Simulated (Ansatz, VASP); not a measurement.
# Two plane-wave programs on CsRe

```xyz
2
Lattice="3.6518 0.0000 0.0000 0.0000 3.6518 0.0000 0.0000 0.0000 3.6518" Properties=species:S:1:pos:R:3 pbc="T T T"
Cs    0.0000    0.0000    0.0000
Re    1.8259    1.8259    1.8259
```

Alike in both runs: functional PBE; k mesh 16 × 16 × 16; occupations gaussian, width 0.1 eV; no spin polarisation.

Ansatz relaxed the structure, and its values are those at the end. VASP's run is a single point on that final structure, the one shown.

|  | VASP | Ansatz |
| --- | --- | --- |
| version | VASP 6.6.1 | Ansatz 0.2.0 |
| potentials or method | VASP PAW PBE potentials, release 64 (Cs_sv, Re), cutoff 520 eV | scalar-relativistic, plane waves, PAW |
| valence electrons in the cell | 16 | 24 |

|  | VASP | Ansatz | Ansatz less VASP |
| --- | --- | --- | --- |
| gap on the k mesh at the Fermi level (eV) | none | none | - |
| pressure (GPa) | 0.9 | 0.0 | -0.91 |

A gap of «none» marks a metal or a gap that the smearing closes. VASP's potentials hold 16 valence electrons a cell and Ansatz's 24, so a difference there can come from the potentials and not from the codes.

Neither program's run includes spin-orbit coupling.
